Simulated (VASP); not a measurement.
Here is a VASP 6.6.1 calculation.

File INCAR:

```
SYSTEM = Cs3Cd4Te4
PREC     = Accurate       ! precision mode
ENCUT    = 520            ! plane-wave cutoff, eV
EDIFF    = 1E-6           ! SCF threshold, eV
ISMEAR   = 0              ! smearing method
SIGMA    = 0.1            ! smearing width, eV
LREAL    = .FALSE.        ! projectors in reciprocal space
LASPH    = .TRUE.         ! aspherical terms in the spheres
NELM     = 60             ! most SCF steps
ALGO     = Fast           ! electronic algorithm
ISIF     = 2              ! what is computed and relaxed
LWAVE    = .FALSE.        ! write WAVECAR
LCHARG   = .TRUE.         ! write CHGCAR
GGA      = PE             ! functional
LELF     = .TRUE.         ! ELF
LVHAR    = .TRUE.       
NBANDS   = 60             ! bands
```

Contents of KPOINTS:

```
Automatic mesh
0
G
  4 4 4
  0 0 0
```

POSCAR

```
Cs3Cd4Te4
1.0
   -4.4019301200      4.4019301200      4.4019301200
    4.4019301200     -4.4019301200      4.4019301200
    4.4019301200      4.4019301200     -4.4019301200
Cs Cd Te
3 4 4
Direct
    0.0000000000      0.5000000000      0.5000000000
    0.5000000000      0.0000000000      0.5000000000
    0.5000000000      0.5000000000      0.0000000000
    0.3171980400      0.3171980400      0.3171980400
    0.0000000000      0.0000000000      0.6828019600
    0.0000000000      0.6828019600      0.0000000000
    0.6828019600      0.0000000000      0.0000000000
    0.6828019600      0.6828019600      0.6828019600
    0.0000000000      0.0000000000      0.3171980400
    0.0000000000      0.3171980400      0.0000000000
    0.3171980400      0.0000000000      0.0000000000
```

Potentials or basis: VASP PAW PBE potentials, release 64 (Cs_sv, Cd, Te).

Command:

```bash
$ cat potpaw_PBE.64/Cs_sv/POTCAR potpaw_PBE.64/Cd/POTCAR potpaw_PBE.64/Te/POTCAR > POTCAR
$ mpirun -np 1 vasp_std > vasp.out
```

Predict the largest force.

1.714 eV/Å.

Predict the pressure.

11.5 GPa.

Predict the band gap on the k mesh.

zero (an odd number of electrons rules out a gap without spin polarisation).

Forces on the atoms (eV/Å):
```
Cs   0.000  0.000  0.000
Cs   0.000  0.000  0.000
Cs   0.000  0.000  0.000
Cd   0.468  0.468  0.468
Cd  -0.468 -0.468  0.468
Cd  -0.468  0.468 -0.468
Cd   0.468 -0.468 -0.468
Te  -0.990 -0.990 -0.990
Te   0.990  0.990 -0.990
Te   0.990 -0.990  0.990
Te  -0.990  0.990  0.990
```

Caveat: the cell stands under pressure; spin-orbit coupling is left out, which moves the levels of the heavy elements; forces of over 1 eV/Å act on the atoms, so gaps and moduli don't describe the material at rest.
